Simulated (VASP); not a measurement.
# V (Fm-3m) in VASP: notebook

V is run at these levels: r2SCAN; tasks: single point.

Everything below comes from runs of VASP 6.6.1. Logs are shortened: lines on timing, memory, paths and dates and some standing lists are left out, and cuts for length are marked.

## Step 1: The cell of the first run

The structure is cubic, space group Fm-3m (No. 225). Conventional cell: a = 3.641 Å, b = 3.641 Å, c = 3.641 Å, α = 90.00°, β = 90.00°, γ = 90.00°. Within 3.4 Å of V (site symmetry m-3m) lie 12 V at 2.57 Å.

This isn't the form of V at room conditions, which is bcc.

## Step 2: Single point, r2SCAN, collinear spin, ferromagnetic start (12.07 Å³/atom)

Contents of POSCAR:

```
V
1.0
    0.0000000000      1.8207134448      1.8207134448
    1.8207134448      0.0000000000      1.8207134448
    1.8207134448      1.8207134448      0.0000000000
V
1
Direct
    0.0000000000      0.0000000000      0.0000000000
```

Contents of INCAR.step1:

```
PREC = Accurate ; ENCUT = 520
ISMEAR = -1 ; SIGMA = 0.05
LREAL = F ; LASPH = T
NELM = 150 ; ISPIN = 2
MAGMOM = 1 ; LMAXMIX = 4
NBANDS = 16 ; GGA = PE
ALGO = Normal ; EDIFF = 1E-4
LWAVE = T ; LCHARG = F
```

Contents of INCAR.step2:

```
PREC = Accurate ; ENCUT = 520
EDIFF = 1E-6 ; ISMEAR = -1
SIGMA = 0.05 ; LREAL = F
LASPH = T ; NELM = 150
ALGO = Normal ; ISIF = 2
LWAVE = F ; LCHARG = F
ISPIN = 2 ; MAGMOM = 1
LORBIT = 11 ; LMAXMIX = 4
METAGGA = R2SCAN ; LMIXTAU = T
NBANDS = 16 ; ISTART = 1
```

Contents of KPOINTS:

```
Automatic mesh
0
Gamma
  16 16 16
```

Potentials or basis: VASP PAW PBE potentials, release 64 (V_sv).

The run is started by

```bash
> cat potpaw_PBE.64/V_sv/POTCAR > POTCAR
> cp INCAR.step1 INCAR
> mpirun -np 1 vasp_std > vasp.out
> cp INCAR.step2 INCAR
> mpirun -np 1 vasp_std > vasp.out
```

OUTCAR:

```text
PREC = Accurate
   ENCUT = 520
   EDIFF = 1E-6
   ISMEAR = -1
   LREAL = F
   LASPH = T
   NELM = 150
   ISIF = 2
   ISPIN = 2
   LORBIT = 11
   METAGGA = R2SCAN
   ISTART = 1

 ion  position               nearest neighbor table
   1  0.000  0.000  0.000-

  LATTYP: Found a face centered cubic cell.
 ALAT       =     3.6414268896

  Lattice vectors:

 A1 = (   0.0000000000,   1.8207134448,   1.8207134448)
 A2 = (   1.8207134448,   0.0000000000,   1.8207134448)
 A3 = (   1.8207134448,   1.8207134448,   0.0000000000)

Analysis of symmetry for initial positions (statically):
=====================================================================
 Subroutine PRICEL returns:
 Original cell was already a primitive cell.

 Routine SETGRP: Setting up the symmetry group for a
 face centered cubic supercell.

 Subroutine GETGRP returns: Found 48 space group operations
 (whereof 48 operations were pure point group operations)
 out of a pool of 48 trial point group operations.

The static configuration has the point symmetry O_h .

Analysis of symmetry for dynamics (positions and initial velocities):
=====================================================================
 Subroutine PRICEL returns:
 Original cell was already a primitive cell.

 Routine SETGRP: Setting up the symmetry group for a
 face centered cubic supercell.

 Subroutine GETGRP returns: Found 48 space group operations
 (whereof 48 operations were pure point group operations)
 out of a pool of 48 trial point group operations.

The dynamic configuration has the point symmetry O_h .

Analysis of structural, dynamic, and magnetic symmetry:
=====================================================================
 Subroutine PRICEL returns:
 Original cell was already a primitive cell.

 Routine SETGRP: Setting up the symmetry group for a
 face centered cubic supercell.

 Subroutine GETGRP returns: Found 48 space group operations
 (whereof 48 operations were pure point group operations)
 out of a pool of 48 trial point group operations.

The overall configuration has the point symmetry O_h .

 Subroutine INISYM returns: Found 48 space group operations
 (whereof 48 operations are pure point group operations),
 and found     1 'primitive' translations

----------------------------------------------------------------------------------------

                                     Primitive cell

  volume of cell :      12.0713

  direct lattice vectors                    reciprocal lattice vectors
     0.000000000  1.820713445  1.820713445    -0.274617624  0.274617624  0.274617624
[... 97 lines left out ...]
   EMIN   =  10.00;   EMAX   =-10.00  energy-range for DOS
   EFERMI =   0.00;   METHOD = LEGACY
   ISMEAR =    -1;   SIGMA  =   0.05  broadening in eV -4-tet -1-fermi 0-gaus
   EFERMI_NEDOS =   21; number of points for ismear=-14 and -15
   IALGO  =     38    algorithm
   IMIX   =      4    mixing-type and parameters
     AMIX     =   0.40;   BMIX     =  1.00
     AMIX_MAG =   1.60;   BMIX_MAG =  1.00
  volume/ion in A,a.u.               =      12.07        81.46
  Fermi-wavevector in a.u.,A,eV,Ry     =   1.678048  3.171051 38.311893  2.815845
  Thomas-Fermi vector in A             =   2.762206
   LORBIT       =     11    0 simple, 1 ext, 2 COOP (PROOUT), +10 PAW based schemes
   METAGGA = R2SCAN    functional components
   LHFCALC =     F    Hartree Fock is set to
   AEXX    =    0.0000 exact exchange contribution
   IVDW    =     0    specifies the selected vdW correction
   LEPSILON=     F    determine dielectric tensor
   LRPA    =     F    only Hartree local field effects (RPA)
 spin polarized calculation
  energy-cutoff  :      520.00
  volume of cell :       12.07
 maximum number of plane-waves:       332
   NGX =  9   NGY =  9   NGZ =  9

 number of electron      12.9999996 magnetization      -0.0000013

 number of electron      12.9999996 magnetization       0.0000009

 Free energy of the ion-electron system (eV)
  ---------------------------------------------------
  ext. energy  EPLUGINS =         0.00000000
  ---------------------------------------------------
  free energy    TOTEN  =       -13.74435038 eV

  energy without entropy =      -13.73273764  energy(sigma->0) =      -13.73854401

 E-fermi :  11.5146     XC(G=0): -14.7447

 val. band max:       11.5066350354   @ k =  -0.3750   0.1250   0.0000
 cond. band min:      11.5330284452   @ k =  -0.1875   0.1875   0.0625
 fundamental gap:      0.0263934098
 Fermi energy:        11.5146092234

 spin component 1

 k-point     1 :       0.0000    0.0000    0.0000
  band No.  band energies     occupation
      1     -55.0857      1.00000
      2     -27.0287      1.00000
      3     -27.0287      1.00000
      4     -27.0287      1.00000
      5       3.8505      1.00000
      6      11.6623      0.04953
[... 435 lines left out ...]
      5       4.3061      1.00000
      6      11.3808      0.93562
[... 8 lines left out ...]
     15      42.3578      0.00000
     16      43.9471      0.00000

 [... further k-points ...]

 spin component 2

 k-point     1 :       0.0000    0.0000    0.0000
  band No.  band energies     occupation
      1     -55.0857      1.00000
      2     -27.0287      1.00000
      3     -27.0287      1.00000
      4     -27.0287      1.00000
      5       3.8505      1.00000
      6      11.6623      0.04953
[... 435 lines left out ...]
      5       4.3061      1.00000
      6      11.3808      0.93562
[... 8 lines left out ...]
     15      42.3578      0.00000
     16      43.9471      0.00000

 [... further k-points ...]
[... 5 lines left out ...]
  --------------------------------------------------------------------------------------
  -------------------------------------------------------------------------------------
  Total        2.3759115      2.3759115      2.3759115      0.0000000      0.0000000      0.0000000
  in kB      315.3450733    315.3450733    315.3450733      0.0000000      0.0000000      0.0000000
  external PRESSURE =     315.3450733 kB  Pullay stress =       0.0000000 kB

 VOLUME and BASIS-vectors are now :
 -----------------------------------------------------------------------------
  energy-cutoff  :      520.00
  volume of cell :       12.07
      direct lattice vectors                 reciprocal lattice vectors
     0.000000000  1.820713445  1.820713445    -0.274617624  0.274617624  0.274617624
     1.820713445  0.000000000  1.820713445     0.274617624 -0.274617624  0.274617624
     1.820713445  1.820713445  0.000000000     0.274617624  0.274617624 -0.274617624

 POSITION                                       TOTAL-FORCE (eV/Angst)
 -----------------------------------------------------------------------------------
      0.00000      0.00000      0.00000         0.000000      0.000000      0.000000
 -----------------------------------------------------------------------------------
    total drift:                               -0.000000     -0.000000     -0.000000

  FREE ENERGIE OF THE ION-ELECTRON SYSTEM (eV)
  ---------------------------------------------------
  free  energy   TOTEN  =       -13.7443503789 eV

  energy  without entropy=      -13.7327376364  energy(sigma->0) =      -13.73854401

 total charge

# of ion       s       p       d       tot
------------------------------------------
    1        2.384   6.290   3.153  11.827

 magnetization (x)

# of ion       s       p       d       tot
------------------------------------------
    1        0.000   0.000   0.000   0.000
```

OUTCAR.step1:

```text
PREC = Accurate
   ENCUT = 520
   ISMEAR = -1
   LREAL = F
   LASPH = T
   NELM = 150
[... 1148 lines left out ...]

 POSITION                                       TOTAL-FORCE (eV/Angst)
 -----------------------------------------------------------------------------------
      0.00000      0.00000      0.00000        -0.000000     -0.000000     -0.000000
 -----------------------------------------------------------------------------------
    total drift:                               -0.000000     -0.000000     -0.000000

  FREE ENERGIE OF THE ION-ELECTRON SYSTEM (eV)
  ---------------------------------------------------
  free  energy   TOTEN  =        -8.5867202113 eV

  energy  without entropy=       -8.5737117742  energy(sigma->0) =       -8.58021599
```

Run time: 3 min. Hardware: 1 thread of AMD EPYC 7R13 (Zen 3), shared host; peak memory 0.14 GiB.

What came out:

```yaml
Free_energy: -13.7444 eV
Pressure: 31.5 GPa
Net_moment: 0.00 μB per cell
Valence_electrons_inside_the_program's_atomic_spheres: V 11.83
```

Caveat: the cell stands under pressure; the moments typed at the start vanished in this run; the PAW data sets were made with another functional, which shifts forces and pressure a little.

## Step 3: Single point, r2SCAN, collinear spin, ferromagnetic start (12.62 Å³/atom)

This run uses another cell than the first one, of 12.62 Å³/atom.

Contents of POSCAR:

```
V
1.0
    0.0000000000      1.8478922793      1.8478922793
    1.8478922793      0.0000000000      1.8478922793
    1.8478922793      1.8478922793      0.0000000000
V
1
Direct
    0.0000000000      0.0000000000      0.0000000000
```

Contents of INCAR.step1:

```
SYSTEM = V
PREC = Accurate
ENCUT = 520
ISMEAR = -1
SIGMA = 0.05
LREAL = .False.
LASPH = .True.
NELM = 150
ISPIN = 2
MAGMOM = 1
LMAXMIX = 4
NBANDS = 16
GGA = PE
ALGO = Normal
EDIFF = 1E-4
LWAVE = .True.
LCHARG = .False.
```

Contents of INCAR.step2:

```
SYSTEM = V
PREC = Accurate
ENCUT = 520
EDIFF = 1E-6
ISMEAR = -1
SIGMA = 0.05
LREAL = .False.
LASPH = .True.
NELM = 150
ALGO = Normal
ISIF = 2
LWAVE = .False.
LCHARG = .False.
ISPIN = 2
MAGMOM = 1
LORBIT = 11
LMAXMIX = 4
METAGGA = R2SCAN
LMIXTAU = .True.
NBANDS = 16
ISTART = 1
```

Contents of KPOINTS:

```
Automatic mesh
0
Gamma
  16 16 16
  0 0 0
```

Potentials or basis: VASP PAW PBE potentials, release 64 (V_sv).

The run is started by

```bash
> cat potpaw_PBE.64/V_sv/POTCAR > POTCAR
> cp INCAR.step1 INCAR
> mpirun -np 1 vasp_std > vasp.out
> cp INCAR.step2 INCAR
> mpirun -np 1 vasp_std > vasp.out
```

It took 3 min on 1 thread of AMD EPYC 7R13 (Zen 3), shared host; peak memory 0.13 GiB.

Results (log left out):

```
Free energy                                           : -13.8310 eV
Pressure                                              : 19.3 GPa
Net moment                                            : 0.00 μB per cell
Valence electrons inside the program's atomic spheres : V 11.73
```

Levels at points of the mesh, in eV from the Fermi level:
Spin up:
| k point | band 2 | band 3 | band 4 | band 5 | band 6 | band 7 | band 8 | band 9 | band 10 | band 11 |
| --- | --- | --- | --- | --- | --- | --- | --- | --- | --- | --- |
| (0.00, 0.00, 0.00) | -38.67 | -38.67 | -38.67 | -7.57 | 0.16 | 0.16 | 0.16 | 2.38 | 2.38 | 18.69 |
| (0.50, 0.00, 0.00) | -39.82 | -38.81 | -38.81 | -3.87 | 0.09 | 0.09 | 0.89 | 3.65 | 3.65 | 10.53 |
| (0.50, 0.50, 0.00) | -39.74 | -39.06 | -39.06 | -4.08 | -3.19 | 3.73 | 3.91 | 3.94 | 3.94 | 13.40 |
Spin down:
| k point | band 4 | band 5 | band 6 | band 7 | band 8 | band 9 |
| --- | --- | --- | --- | --- | --- | --- |
| (0.00, 0.00, 0.00) | -38.67 | -7.57 | 0.16 | 0.16 | 0.16 | 2.38 |
| (0.50, 0.00, 0.00) | -38.81 | -3.87 | 0.09 | 0.09 | 0.89 | 3.65 |
| (0.50, 0.50, 0.00) | -39.06 | -4.08 | -3.19 | 3.73 | 3.91 | 3.94 |

Caveat: the cell stands under pressure; the moments typed at the start vanished in this run; the PAW data sets were made with another functional, which shifts forces and pressure a little.

## Step 4: Single point, r2SCAN, collinear spin, ferromagnetic start (13.17 Å³/atom)

This run uses another cell than the first one, of 13.17 Å³/atom.

Contents of POSCAR:

```
V
1.0
    0.0000000000      1.8742943075      1.8742943075
    1.8742943075      0.0000000000      1.8742943075
    1.8742943075      1.8742943075      0.0000000000
V
1
Direct
    0.0000000000      0.0000000000      0.0000000000
```

Contents of INCAR.step1:

```
SYSTEM = V
PREC     = Accurate       ! precision mode
ENCUT    = 520            ! plane-wave cutoff, eV
ISMEAR   = -1             ! smearing method
SIGMA    = 0.05           ! smearing width, eV
LREAL    = .FALSE.        ! projectors in reciprocal space
LASPH    = .TRUE.         ! aspherical terms in the spheres
NELM     = 150            ! most SCF steps
ISPIN    = 2              ! spin polarisation
MAGMOM   = 1              ! initial moments
LMAXMIX  = 4              ! l up to which the mixer works
NBANDS   = 16             ! bands
GGA      = PE             ! functional
ALGO     = Normal         ! electronic algorithm
EDIFF    = 1E-4           ! SCF threshold, eV
LWAVE    = .TRUE.         ! write WAVECAR
LCHARG   = .FALSE.        ! write CHGCAR
```

Contents of INCAR.step2:

```
SYSTEM = V
PREC     = Accurate       ! precision mode
ENCUT    = 520            ! plane-wave cutoff, eV
EDIFF    = 1E-6           ! SCF threshold, eV
ISMEAR   = -1             ! smearing method
SIGMA    = 0.05           ! smearing width, eV
LREAL    = .FALSE.        ! projectors in reciprocal space
LASPH    = .TRUE.         ! aspherical terms in the spheres
NELM     = 150            ! most SCF steps
ALGO     = Normal         ! electronic algorithm
ISIF     = 2              ! what is computed and relaxed
LWAVE    = .FALSE.        ! write WAVECAR
LCHARG   = .FALSE.        ! write CHGCAR
ISPIN    = 2              ! spin polarisation
MAGMOM   = 1              ! initial moments
LORBIT   = 11             ! projections on sites
LMAXMIX  = 4              ! l up to which the mixer works
METAGGA  = R2SCAN         ! meta-GGA
LMIXTAU  = .TRUE.       
NBANDS   = 16             ! bands
ISTART   = 1
```

Contents of KPOINTS:

```
Automatic mesh
0
G
  16 16 16
  0 0 0
```

Potentials or basis: VASP PAW PBE potentials, release 64 (V_sv).

The run is started by

```bash
> cat potpaw_PBE.64/V_sv/POTCAR > POTCAR
> cp INCAR.step1 INCAR
> mpirun -np 1 vasp_std > vasp.out
> cp INCAR.step2 INCAR
> mpirun -np 1 vasp_std > vasp.out
```

OUTCAR:

```text
SYSTEM = V
   PREC = Accurate
   ENCUT = 520
   EDIFF = 1E-6
   ISMEAR = -1
   LREAL = .FALSE.
   LASPH = .TRUE.
   NELM = 150
   ISIF = 2
   ISPIN = 2
   LORBIT = 11
   METAGGA = R2SCAN
   ISTART = 1

 ion  position               nearest neighbor table
   1  0.000  0.000  0.000-

  LATTYP: Found a face centered cubic cell.
 ALAT       =     3.7485886150

  Lattice vectors:

 A1 = (   0.0000000000,   1.8742943075,   1.8742943075)
 A2 = (   1.8742943075,   0.0000000000,   1.8742943075)
 A3 = (   1.8742943075,   1.8742943075,   0.0000000000)

Analysis of symmetry for initial positions (statically):
=====================================================================
 Subroutine PRICEL returns:
 Original cell was already a primitive cell.

 Routine SETGRP: Setting up the symmetry group for a
 face centered cubic supercell.

 Subroutine GETGRP returns: Found 48 space group operations
 (whereof 48 operations were pure point group operations)
 out of a pool of 48 trial point group operations.

The static configuration has the point symmetry O_h .

Analysis of symmetry for dynamics (positions and initial velocities):
=====================================================================
 Subroutine PRICEL returns:
[... 186 lines left out ...]
      6      10.4824      0.03380
[... 435 lines left out ...]
      5       3.2650      1.00000
      6      10.2344      0.83318
[... 8 lines left out ...]
     15      39.3651      0.00000
     16      40.7214      0.00000

 [... further k-points ...]

 spin component 2

 k-point     1 :       0.0000    0.0000    0.0000
  band No.  band energies     occupation
      1     -56.3534      1.00000
      2     -28.4724      1.00000
      3     -28.4724      1.00000
      4     -28.4723      1.00000
      5       2.8444      1.00000
      6      10.4824      0.03380
[... 435 lines left out ...]
      5       3.2650      1.00000
      6      10.2344      0.83319
[... 8 lines left out ...]
     15      39.3651      0.00000
     16      40.7214      0.00000

 [... further k-points ...]
[... 5 lines left out ...]
  --------------------------------------------------------------------------------------
  -------------------------------------------------------------------------------------
  Total        0.7499241      0.7499241      0.7499241     -0.0000000     -0.0000000      0.0000000
  in kB       91.2398457     91.2398457     91.2398457     -0.0000000     -0.0000000      0.0000000
  external PRESSURE =      91.2398457 kB  Pullay stress =       0.0000000 kB

 VOLUME and BASIS-vectors are now :
 -----------------------------------------------------------------------------
  energy-cutoff  :      520.00
  volume of cell :       13.17
      direct lattice vectors                 reciprocal lattice vectors
     0.000000000  1.874294308  1.874294308    -0.266767070  0.266767070  0.266767070
     1.874294308  0.000000000  1.874294308     0.266767070 -0.266767070  0.266767070
     1.874294308  1.874294308  0.000000000     0.266767070  0.266767070 -0.266767070

 POSITION                                       TOTAL-FORCE (eV/Angst)
 -----------------------------------------------------------------------------------
      0.00000      0.00000      0.00000        -0.000000      0.000000     -0.000000
 -----------------------------------------------------------------------------------
    total drift:                               -0.000000     -0.000000     -0.000000

  FREE ENERGIE OF THE ION-ELECTRON SYSTEM (eV)
  ---------------------------------------------------
  free  energy   TOTEN  =       -13.8793362890 eV

  energy  without entropy=      -13.8676927337  energy(sigma->0) =      -13.87351451

 total charge

# of ion       s       p       d       tot
------------------------------------------
    1        2.355   6.260   3.036  11.651

 magnetization (x)

# of ion       s       p       d       tot
------------------------------------------
    1       -0.000  -0.000  -0.000  -0.000
```

It took 3 min on 1 thread of AMD EPYC 7R13 (Zen 3), shared host; peak memory 0.14 GiB.

Results:

```
Free energy                                           : -13.8793 eV
Pressure                                              : 9.1 GPa
Net moment                                            : 0.00 μB per cell
Valence electrons inside the program's atomic spheres : V 11.65
```

Levels at points of the mesh, in eV from the Fermi level:
Spin up:
```
           k point  band 3  band 4  band 5  band 6  band 7  band 8  band 9  band 10
(0.00, 0.00, 0.00)  -38.79  -38.79   -7.47    0.17    0.17    0.17    2.27     2.27
(0.50, 0.00, 0.00)  -38.91  -38.91   -3.72    0.11    0.11    0.75    3.46     3.46
(0.50, 0.50, 0.00)  -39.13  -39.13   -3.85   -3.00    3.54    3.65    3.73     3.73
```
Spin down:
```csv
k point,band 2,band 3,band 4,band 5,band 6,band 7,band 8,band 9,band 10,band 11
"(0.00, 0.00, 0.00)",-38.79,-38.79,-38.79,-7.47,0.17,0.17,0.17,2.27,2.27,18.45
"(0.50, 0.00, 0.00)",-39.79,-38.91,-38.91,-3.72,0.11,0.11,0.75,3.46,3.46,9.98
"(0.50, 0.50, 0.00)",-39.72,-39.13,-39.13,-3.85,-3.00,3.54,3.65,3.73,3.73,12.82
```

Caveat: the cell stands under pressure; the moments typed at the start vanished in this run; the PAW data sets were made with another functional, which shifts forces and pressure a little.

## Step 5: Summary

| cell | gap on the mesh (eV) | pressure (GPa) | moment (μB) |
| --- | --- | --- | --- |
| a = 2.575 Å, angles 60.0°, 1 atom | none | 31.5 | 0.00 |
| a = 2.613 Å, angles 60.0°, 1 atom | none | 19.3 | 0.00 |
| a = 2.651 Å, angles 60.0°, 1 atom | none | 9.1 | 0.00 |

Alike in all rows: task single point; level r2SCAN; potentials or basis VASP PAW PBE potentials, release 64 (V_sv); spin collinear, ferromagnetic start; k mesh 16 × 16 × 16; cutoff (eV) 520; smearing fermi-dirac 0.05 eV.

Caveats: the cell stands under pressure; the moments typed at the start vanished in this run; the PAW data sets were made with another functional, which shifts forces and pressure a little.

Total energies depend on the potentials used, so only differences within one code and one set of settings carry meaning.

The gap in the log of VASP goes by the Fermi energy; the results here count the filled bands.